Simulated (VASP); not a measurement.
# HgTe (F-43m) in VASP: a series of runs

The runs below take HgTe through single point, with PBEsol.

All numbers are computed with VASP 6.6.1; they aren't measurements. Logs are shortened: lines on timing, memory, paths and dates and some standing lists are left out, and cuts for length are marked.

## Step 1: The cell of the first run

It takes space group F-43m (No. 216, cubic). Conventional cell: a = 6.637 Å, b = 6.637 Å, c = 6.637 Å, α = 90.00°, β = 90.00°, γ = 90.00°. Hg (site symmetry -43m) has 4 Te at 2.87 Å within 3.8 Å. Within 3.8 Å of Te (site symmetry -43m) lie 4 Hg at 2.87 Å.

## Step 2: Single point, PBEsol (volume scaled by 1.06)

INCAR

```
SYSTEM = HgTe
PREC = Accurate ; ENCUT = 520
EDIFF = 1E-6 ; ISMEAR = 0
SIGMA = 0.1 ; LREAL = .FALSE.
LASPH = .TRUE. ; NELM = 100
ALGO = Normal ; ISIF = 2
LWAVE = .FALSE. ; LCHARG = .FALSE.
GGA = PS ; NBANDS = 16
```

KPOINTS

```
Automatic mesh
0
G
  12 12 12
  0 0 0
```

POSCAR

```
HgTe
1.0
    0.0000000000      3.3185495457      3.3185495457
    3.3185495457      0.0000000000      3.3185495457
    3.3185495457      3.3185495457      0.0000000000
Hg Te
1 1
Direct
    0.0000000000      0.0000000000      0.0000000000
    0.2500000000      0.2500000000      0.2500000000
```

Potentials or basis: VASP PAW PBE potentials, release 64 (Hg, Te).

Launch:

```
$ cat potpaw_PBE.64/Hg/POTCAR potpaw_PBE.64/Te/POTCAR > POTCAR
$ mpirun -np 1 vasp_std > vasp.out
```

OUTCAR:

```text
SYSTEM = HgTe
   PREC = Accurate
   ENCUT = 520
   EDIFF = 1E-6
   ISMEAR = 0
   LREAL = .FALSE.
   LASPH = .TRUE.
   NELM = 100
   ISIF = 2
   GGA = PS

 ion  position               nearest neighbor table
   1  0.000  0.000  0.000-   2 2.87   2 2.87   2 2.87   2 2.87
   2  0.250  0.250  0.250-   1 2.87   1 2.87   1 2.87   1 2.87

  LATTYP: Found a face centered cubic cell.
 ALAT       =     6.6370990914

  Lattice vectors:

 A1 = (   0.0000000000,   3.3185495457,   3.3185495457)
 A2 = (   3.3185495457,   0.0000000000,   3.3185495457)
 A3 = (   3.3185495457,   3.3185495457,   0.0000000000)

Analysis of symmetry for initial positions (statically):
=====================================================================
 Subroutine PRICEL returns:
 Original cell was already a primitive cell.

 Routine SETGRP: Setting up the symmetry group for a
 face centered cubic supercell.

 Subroutine GETGRP returns: Found 24 space group operations
 (whereof 24 operations were pure point group operations)
 out of a pool of 48 trial point group operations.

The static configuration has the point symmetry T_d .

Analysis of symmetry for dynamics (positions and initial velocities):
=====================================================================
 Subroutine PRICEL returns:
 Original cell was already a primitive cell.

 Routine SETGRP: Setting up the symmetry group for a
 face centered cubic supercell.

 Subroutine GETGRP returns: Found 24 space group operations
 (whereof 24 operations were pure point group operations)
 out of a pool of 48 trial point group operations.

The dynamic configuration has the point symmetry T_d .

 Subroutine INISYM returns: Found 24 space group operations
 (whereof 24 operations are pure point group operations),
 and found     1 'primitive' translations

----------------------------------------------------------------------------------------

                                     Primitive cell

  volume of cell :      73.0929

  direct lattice vectors                    reciprocal lattice vectors
     0.000000000  3.318549546  3.318549546    -0.150668234  0.150668234  0.150668234
     3.318549546  0.000000000  3.318549546     0.150668234 -0.150668234  0.150668234
     3.318549546  3.318549546  0.000000000     0.150668234  0.150668234 -0.150668234

  length of vectors
     4.693137775  4.693137775  4.693137775     0.260965037  0.260965037  0.260965037

  position of ions in fractional coordinates (direct lattice)
     0.000000000  0.000000000  0.000000000
     0.250000000  0.250000000  0.250000000

  ion indices of the primitive-cell ions
   primitive index   ion index
                 1           1
                 2           2

----------------------------------------------------------------------------------------

 KPOINTS: Automatic mesh

Automatic generation of k-mesh.
 Grid dimensions read from file:
 generate k-points for:   12   12   12

 Generating k-lattice:

  Cartesian coordinates                     Fractional coordinates (reciprocal lattice)
    -0.012555686  0.012555686  0.012555686     0.083333333  0.000000000  0.000000000
     0.012555686 -0.012555686  0.012555686     0.000000000  0.083333333  0.000000000
     0.012555686  0.012555686 -0.012555686     0.000000000  0.000000000  0.083333333

  Length of vectors
     0.021747086  0.021747086  0.021747086

  Shift w.r.t. Gamma in fractional coordinates (k-lattice)
     0.000000000  0.000000000  0.000000000

 Subroutine IBZKPT returns following result:
 ===========================================

 Found     72 irreducible k-points:

 Following reciprocal coordinates:
            Coordinates               Weight
  0.000000  0.000000  0.000000      1.000000
  0.083333  0.000000  0.000000      8.000000
  0.166667  0.000000  0.000000      8.000000
  0.250000  0.000000  0.000000      8.000000
  0.333333  0.000000  0.000000      8.000000
  0.416667  0.000000  0.000000      8.000000
[... 16 lines left out ...]
  0.500000  0.166667  0.000000     24.000000
 -0.416667  0.166667  0.000000     24.000000
 [... further k-points ...]
   k-points           NKPTS =     72   k-points in BZ     NKDIM =     72   number of bands    NBANDS=     16
   number of dos      NEDOS =    301   number of ions     NIONS =      2
   total plane-waves  NPLWV =  46656
   dimension x,y,z NGX =    36 NGY =   36 NGZ =   36
   dimension x,y,z NGXF=    72 NGYF=   72 NGZF=   72
   ions per type =               1   1
   NGX,Y,Z   is equivalent  to a cutoff of  12.75, 12.75, 12.75 a.u.
   NGXF,Y,Z  is equivalent  to a cutoff of  25.50, 25.50, 25.50 a.u.
 SYSTEM =  HgTe
   PREC   = accura    normal or accurate (medium, high low for compatibility)
   ISTART =      0    job   : 0-new  1-cont  2-samecut
   ICHARG =      2    charge: 1-file 2-atom 10-const
   ISPIN  =      1    spin polarized calculation?
   LNONCOLLINEAR =      F non collinear calculations
   LSORBIT =      F    spin-orbit coupling
   LASPH  =      T    aspherical Exc in radial PAW
   ENCUT  =  520.0 eV  38.22 Ry    6.18 a.u.   8.73  8.73  8.73*2*pi/ulx,y,z
   NELM   =    100;   NELMIN=  2; NELMDL= -5     # of ELM steps
   EDIFF  = 0.1E-05   stopping-criterion for ELM
   LREAL  =      F    real-space projection
   EDIFFG = 0.1E-04   stopping-criterion for IOM
   NSW    =      0    number of steps for IOM
   IBRION =     -1    ionic relax: 0-MD 1-quasi-New 2-CG
   NFREE  =      0    steps in history (QN), initial steepest desc. (CG)
   ISIF   =      2    stress and relaxation
   ISYM   =      2    0-nonsym 1-usesym 2-fastsym
   POTIM  = 0.5000    time-step for ionic-motion
   TEBEG  =    0.0;   TEEND  =   0.0 temperature during run
   PSTRESS=    0.0 pullay stress
   NELECT =      18.0000    total number of electrons
   NUPDOWN=      -1.0000    fix difference up-down
   EMIN   =  10.00;   EMAX   =-10.00  energy-range for DOS
   EFERMI =   0.00;   METHOD = LEGACY
   ISMEAR =     0;   SIGMA  =   0.10  broadening in eV -4-tet -1-fermi 0-gaus
   EFERMI_NEDOS =   21; number of points for ismear=-14 and -15
   IALGO  =     38    algorithm
   IMIX   =      4    mixing-type and parameters
     AMIX     =   0.40;   BMIX     =  1.00
     AMIX_MAG =   1.60;   BMIX_MAG =  1.00
  volume/ion in A,a.u.               =      36.55       246.63
  Fermi-wavevector in a.u.,A,eV,Ry     =   1.026142  1.939127 14.326485  1.052967
  Thomas-Fermi vector in A             =   2.160019
   LORBIT       =      0    0 simple, 1 ext, 2 COOP (PROOUT), +10 PAW based schemes
   GGA     = PS    functional components
   LHFCALC =     F    Hartree Fock is set to
   AEXX    =    0.0000 exact exchange contribution
   IVDW    =     0    specifies the selected vdW correction
   LEPSILON=     F    determine dielectric tensor
   LRPA    =     F    only Hartree local field effects (RPA)
 non-spin polarized calculation
 Gauss-broadening in eV      SIGMA  =   0.10
  energy-cutoff  :      520.00
  volume of cell :       73.09
 maximum number of plane-waves:      1996
   NGX = 17   NGY = 17   NGZ = 17

 number of electron      17.9999999 magnetization

 Free energy of the ion-electron system (eV)
  ---------------------------------------------------
  ext. energy  EPLUGINS =         0.00000000
  ---------------------------------------------------
  free energy    TOTEN  =        -4.35164365 eV

  energy without entropy =       -4.35148021  energy(sigma->0) =       -4.35156193

 E-fermi :   2.2217     XC(G=0):  -8.5785

 val. band max:        2.1513786786   @ k =   0.0000   0.0000   0.0000
 cond. band min:       2.4867531652   @ k =   0.0833   0.0000   0.0000
 fundamental gap:      0.3353744866
 Fermi energy:         2.2217435193

 k-point     1 :       0.0000    0.0000    0.0000
  band No.  band energies     occupation
      1      -9.3360      2.00000
      2      -4.7597      2.00000
      3      -4.7597      2.00000
      4      -4.7597      2.00000
      5      -4.3154      2.00000
      6      -4.3154      2.00000
[... 8 lines left out ...]
     15      11.5714      0.00000
     16      11.5714      0.00000

 k-point     2 :       0.0833    0.0000    0.0000
  band No.  band energies     occupation
      1      -9.3062      2.00000
      2      -4.7514      2.00000
      3      -4.7514      2.00000
      4      -4.7477      2.00000
      5      -4.3162      2.00000
      6      -4.3162      2.00000
[... 8 lines left out ...]
     15      11.0663      0.00000
     16      11.0663      0.00000

 k-point     3 :       0.1667    0.0000    0.0000
  band No.  band energies     occupation
      1      -9.2230      2.00000
      2      -4.7293      2.00000
      3      -4.7293      2.00000
      4      -4.7043      2.00000
      5      -4.3174      2.00000
      6      -4.3174      2.00000
[... 8 lines left out ...]
     15      10.6551      0.00000
     16      10.6551      0.00000

 k-point     4 :       0.2500    0.0000    0.0000
  band No.  band energies     occupation
      1      -9.1050      2.00000
      2      -4.7013      2.00000
      3      -4.7013      2.00000
      4      -4.6103      2.00000
      5      -4.3159      2.00000
      6      -4.3159      2.00000
[... 8 lines left out ...]
     15      10.5915      0.00000
     16      10.5915      0.00000

 k-point     5 :       0.3333    0.0000    0.0000
  band No.  band energies     occupation
      1      -8.9817      2.00000
      2      -4.6765      2.00000
      3      -4.6765      2.00000
      4      -4.4443      2.00000
      5      -4.3098      2.00000
      6      -4.3098      2.00000
[... 8 lines left out ...]
     15      10.9304      0.00000
     16      10.9304      0.00000

 k-point     6 :       0.4167    0.0000    0.0000
  band No.  band energies     occupation
      1      -8.8879      2.00000
      2      -4.6608      2.00000
      3      -4.6608      2.00000
      4      -4.3019      2.00000
      5      -4.3019      2.00000
      6      -4.2134      2.00000
[... 8 lines left out ...]
     15      11.5689      0.00000
     16      11.5689      0.00000

 k-point     7 :       0.5000    0.0000    0.0000
  band No.  band energies     occupation
      1      -8.8528      2.00000
      2      -4.6557      2.00000
      3      -4.6557      2.00000
      4      -4.2982      2.00000
      5      -4.2982      2.00000
      6      -4.0639      2.00000
[... 8 lines left out ...]
     15      12.0430      0.00000
     16      12.0430      0.00000

 k-point     8 :       0.0833    0.0833    0.0000
  band No.  band energies     occupation
      1      -9.2963      2.00000
      2      -4.7536      2.00000
      3      -4.7437      2.00000
      4      -4.7437      2.00000
      5      -4.3212      2.00000
      6      -4.3119      2.00000
[... 8 lines left out ...]
     15      10.4744      0.00000
     16      11.6096      0.00000

 k-point     9 :       0.1667    0.0833    0.0000
  band No.  band energies     occupation
      1      -9.2307      2.00000
      2      -4.7381      2.00000
      3      -4.7216      2.00000
      4      -4.7137      2.00000
      5      -4.3262      2.00000
      6      -4.3090      2.00000
[... 8 lines left out ...]
     15      10.0814      0.00000
     16      11.2827      0.00000
[... 172 lines left out ...]
 k-point    19 :       0.1667    0.1667    0.0000
  band No.  band energies     occupation
      1      -9.1849      2.00000
      2      -4.7296      2.00000
      3      -4.6981      2.00000
      4      -4.6981      2.00000
      5      -4.3342      2.00000
      6      -4.3024      2.00000
[... 8 lines left out ...]
     15      10.4120      0.00000
     16      11.7217      0.00000

 k-point    20 :       0.2500    0.1667    0.0000
  band No.  band energies     occupation
      1      -9.0957      2.00000
      2      -4.7042      2.00000
      3      -4.6666      2.00000
      4      -4.6498      2.00000
      5      -4.3360      2.00000
      6      -4.2969      2.00000
[... 8 lines left out ...]
     15      11.1256      0.00000
     16      11.6347      0.00000

 k-point    21 :       0.3333    0.1667    0.0000
  band No.  band energies     occupation
      1      -8.9842      2.00000
      2      -4.6753      2.00000
      3      -4.6371      2.00000
      4      -4.5506      2.00000
      5      -4.3199      2.00000
      6      -4.2920      2.00000
[... 8 lines left out ...]
     15      11.3822      0.00000
     16      11.7353      0.00000

 k-point    22 :       0.4167    0.1667    0.0000
  band No.  band energies     occupation
      1      -8.8799      2.00000
      2      -4.6526      2.00000
      3      -4.6175      2.00000
      4      -4.4234      2.00000
      5      -4.2897      2.00000
      6      -4.2473      2.00000
[... 8 lines left out ...]
     15      11.4158      0.00000
     16      12.1336      0.00000

 k-point    23 :       0.5000    0.1667    0.0000
  band No.  band energies     occupation
      1      -8.8131      2.00000
      2      -4.6393      2.00000
      3      -4.6110      2.00000
      4      -4.3540      2.00000
      5      -4.2938      2.00000
      6      -4.0800      2.00000
[... 8 lines left out ...]
     15      11.5894      0.00000
     16      12.1581      0.00000

 k-point    24 :      -0.4167    0.1667    0.0000
  band No.  band energies     occupation
      1      -8.8044      2.00000
      2      -4.6343      2.00000
      3      -4.6172      2.00000
      4      -4.3273      2.00000
      5      -4.3059      2.00000
      6      -4.0404      2.00000
[... 8 lines left out ...]
     15      11.3628      0.00000
     16      11.5492      0.00000

 [... further k-points ...]
[... 5 lines left out ...]
  --------------------------------------------------------------------------------------
  -------------------------------------------------------------------------------------
  Total       -0.9254117     -0.9254117     -0.9254117      0.0000000      0.0000000     -0.0000000
  in kB      -20.2847963    -20.2847963    -20.2847963      0.0000000      0.0000000     -0.0000000
  external PRESSURE =     -20.2847963 kB  Pullay stress =       0.0000000 kB

 VOLUME and BASIS-vectors are now :
 -----------------------------------------------------------------------------
  energy-cutoff  :      520.00
  volume of cell :       73.09
      direct lattice vectors                 reciprocal lattice vectors
     0.000000000  3.318549546  3.318549546    -0.150668234  0.150668234  0.150668234
     3.318549546  0.000000000  3.318549546     0.150668234 -0.150668234  0.150668234
     3.318549546  3.318549546  0.000000000     0.150668234  0.150668234 -0.150668234

 POSITION                                       TOTAL-FORCE (eV/Angst)
 -----------------------------------------------------------------------------------
      0.00000      0.00000      0.00000         0.000000      0.000000      0.000000
      1.65927      1.65927      1.65927        -0.000000     -0.000000     -0.000000
 -----------------------------------------------------------------------------------
    total drift:                               -0.000000     -0.000000     -0.000000

  FREE ENERGIE OF THE ION-ELECTRON SYSTEM (eV)
  ---------------------------------------------------
  free  energy   TOTEN  =        -4.3516436469 eV

  energy  without entropy=       -4.3514802097  energy(sigma->0) =       -4.35156193
```

It took 40 s on 1 thread of Intel Xeon 6975P-C (Granite Rapids), shared host; peak memory 0.25 GiB.

Results:

```yaml
Free_energy: -4.3516 eV
Pressure: -2.0 GPa
Band_gap_on_the_k_mesh: zero (filled and empty bands touch)
```

Caveat: the PAW data sets were made with another functional, which shifts forces and pressure a little; spin-orbit coupling is left out, which moves the levels of the heavy elements.

(Continued in part 2 of 3.)
